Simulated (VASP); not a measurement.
Write the native input for VASP 6.6.1 that does the following.

* Task: single point
* Functional: PBE
* Potentials or basis: VASP PAW PBE potentials, release 64 (Ti_sv)
* Cutoff: 520 eV
* k mesh: 12 × 12 × 12
* Occupations: fermi-dirac, width 0.08 eV
* Spin: no spin polarisation
* Dipole correction: no
* Further INCAR settings: ALGO = Normal; EDIFF = 1e-06; NBANDS = 19

The structure of Ti lies in POSCAR:

```
Ti
1.0
    0.0000000000      2.4637437877      2.4637437877
    2.4637437877      0.0000000000      2.4637437877
    2.4637437877      2.4637437877      0.0000000000
Ti
2
Direct
   -0.1250000000     -0.1250000000     -0.1250000000
    0.1250000000      0.1250000000      0.1250000000
```

This isn't the form of Ti at room conditions, which is hcp.

These files were run (other wordings do the same):

INCAR

```
ALGO = Normal
EDIFF = 1E-6
ENCUT = 520
GGA = PE
ISIF = 2
ISMEAR = -1
LASPH = T
LCHARG = F
LREAL = F
LWAVE = F
NBANDS = 19
NELM = 100
PREC = Accurate
SIGMA = 0.08
```

KPOINTS

```
k-points
0
Gamma
  12 12 12
```

Potentials or basis: VASP PAW PBE potentials, release 64 (Ti_sv).

The run is started by

```console
$ cat potpaw_PBE.64/Ti_sv/POTCAR > POTCAR
$ mpirun -np 1 vasp_std > vasp.out
```

It gave:

The pressure is 29.0 GPa. The band gap on the k mesh is zero (bands 12 and 13 overlap by 1.17 eV).

Caveat: the cell stands under pressure.

Run time: 80 s on 1 thread of AMD EPYC 7R13 (shared host), peak memory 0.14 GiB.
